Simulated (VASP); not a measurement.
Set up this calculation in VASP 6.6.1, as the native input.

| Item | Value |
| --- | --- |
| Task | single point |
| Functional | r2SCAN |
| Potentials or basis | VASP PAW PBE potentials, release 64 (Cd, Se) |
| Cutoff | 520 eV |
| k mesh | 6 × 6 × 6 |
| Occupations | gaussian, width 0.01 eV |
| Spin | no spin polarisation |
| Dipole correction | no |
| Further INCAR settings | ALGO = Normal; EDIFF = 1e-06; NBANDS = 16 |

The system is CdSe.

```xyz
2
Lattice="0.0000 2.8740 2.8740 2.8740 0.0000 2.8740 2.8740 2.8740 0.0000" Properties=species:S:1:pos:R:3 pbc="T T T"
Cd    0.0000    0.0000    0.0000
Se    2.8740    2.8740    2.8740
```

One way to write it, as run:

POSCAR

```
CdSe
1.0
    0.0000000000      2.8739580000      2.8739580000
    2.8739580000      0.0000000000      2.8739580000
    2.8739580000      2.8739580000      0.0000000000
Cd Se
1 1
Direct
    0.0000000000      0.0000000000      0.0000000000
    0.5000000000      0.5000000000      0.5000000000
```

INCAR.step1

```
ALGO = Normal
EDIFF = 1E-4
ENCUT = 520
GGA = PE
ISMEAR = 0
LASPH = T
LCHARG = F
LREAL = F
LWAVE = T
NBANDS = 16
NELM = 80
PREC = Accurate
SIGMA = 0.01
```

INCAR.step2

```
ALGO = Normal
EDIFF = 1E-6
ENCUT = 520
ISIF = 2
ISMEAR = 0
ISTART = 1
LASPH = T
LCHARG = T
LELF = T
LMIXTAU = T
LREAL = F
LVHAR = T
LWAVE = F
METAGGA = R2SCAN
NBANDS = 16
NELM = 80
PREC = Accurate
SIGMA = 0.01
```

KPOINTS

```
k-points
0
Gamma
  6 6 6
```

Potentials or basis: VASP PAW PBE potentials, release 64 (Cd, Se).

Launch:

```sh
$ cat potpaw_PBE.64/Cd/POTCAR potpaw_PBE.64/Se/POTCAR > POTCAR
$ cp INCAR.step1 INCAR
$ mpirun -np 1 vasp_std > vasp.out
$ cp INCAR.step2 INCAR
$ mpirun -np 1 vasp_std > vasp.out
```

It gave:

| Property | Result |
| --- | --- |
| Pressure | -1.8 GPa |
| Band gap on the k mesh | 0.03 eV, indirect (least direct gap 1.29 eV) |

Caveat: the PAW data sets were made with another functional, which shifts forces and pressure a little.

It took 38 s on 1 thread of Intel Xeon 6975P-C, with other jobs on the host, peak memory 0.17 GiB.
